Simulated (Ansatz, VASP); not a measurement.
# W in VASP and in Ansatz

```
CELL_PARAMETERS angstrom
0.00000 1.96901 1.96901
1.96901 0.00000 1.96901
1.96901 1.96901 0.00000
ATOMIC_POSITIONS crystal
W 0.00000 0.00000 0.00000
```

Change from the starting cell: strain -0.015 along x and y, -0.015 along z, atoms carried along.

Alike in both runs: task single point; functional PBEsol; k mesh 26 × 26 × 26; occupations gaussian, width 0.15 eV; no spin polarisation.

|  | VASP | Ansatz |
| --- | --- | --- |
| version | VASP 6.6.1 | Ansatz 0.2.0 |
| potentials or method | VASP PAW PBE potentials, release 64 (W_sv), cutoff 520 eV | scalar-relativistic, plane waves, PAW |
| valence electrons in the cell | 14 | 14 |

|  | VASP | Ansatz | Ansatz less VASP |
| --- | --- | --- | --- |
| gap on the k mesh at the Fermi level (eV) | none | none | - |
| pressure (GPa) | 15.7 | 14.8 | -0.94 |

VASP's potentials were made for PBE, not for PBEsol. A gap of «none» marks a metal or a gap that the smearing closes.

Spin-orbit coupling is off throughout.
